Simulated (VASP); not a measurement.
The system is BaTiO3.

```
Ba Ti O
1.0
     3.99980    0.00000    0.00000
     0.00000    3.99980    0.00000
     0.00000    0.00000    4.01800
Ba Ti O
1 1 3
Direct
  0.00000 0.00000 0.00000
  0.50000 0.50000 0.49000
  0.00000 0.50000 0.51700
  0.50000 0.00000 0.51700
  0.50000 0.50000 0.01900
```

Base run:

- Program: VASP 6.6.1
- Functional: revPBE
- Potentials or basis: VASP PAW PBE potentials, release 64 (Ba_sv, Ti_sv, O)
- Cutoff: 520 eV
- k mesh: 7 × 7 × 7
- Occupations: fermi-dirac, width 0.05 eV
- Spin: no spin polarisation

Its results: band gap on the k mesh 1.89 eV (least direct gap 2.09 eV); pressure 7.3 GPa; largest force 0.271 eV/Å.

Task: The run is repeated on the same cell with these changes: functional from revPBE to r2SCAN0; k mesh from 7 × 7 × 7 to 4 × 4 × 4. What comes out?

Result: Band gap on the k mesh 4.27 eV (least direct gap 4.52 eV); pressure -2.8 GPa; largest force 0.536 eV/Å.

Several settings changed at once.

Caveats: the PAW data sets were made with another functional, which shifts forces and pressure a little; spin-orbit coupling is left out, which moves the levels of the heavy elements; the cell stands under pressure (at least some runs).

A k mesh can miss the band edges.
